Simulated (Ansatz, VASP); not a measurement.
## BiPd: VASP beside Ansatz

```
Bi Pd
1.0
     4.27230    0.00000    0.00000
    -2.13615    3.69992    0.00000
     0.00000    0.00000    5.69000
Bi Pd
2 2
Cartesian
  0.0000 2.4666 1.4225
  2.1362 1.2333 4.2675
  0.0000 0.0000 0.0000
  0.0000 0.0000 2.8450
```

Change from the starting cell: equal xx and yy strain of +1 %.

Alike in both runs: task single point; functional PBEsol; k mesh 9 × 9 × 6; occupations fermi-dirac, width 0.03 eV; no spin polarisation.

|  | VASP | Ansatz |
| --- | --- | --- |
| version | VASP 6.6.1 | Ansatz 0.2.0 |
| potentials or method | VASP PAW PBE potentials, release 64 (Bi_d, Pd), cutoff 520 eV | all-electron LAPW, scalar-relativistic |

Ansatz gave:

```
pressure (GPa)                                                : -1.8
traceless stress, the component that is largest in VASP (GPa) : -0.27
```

Problem. Which values does VASP return?

Solution. Pressure (GPa): -1.8; traceless stress, the component that is largest in VASP (GPa): -0.29.

VASP's potentials were made for PBE, not for PBEsol. Ansatz ran all-electron here, and VASP with PAW potentials.

Neither program's run includes spin-orbit coupling.
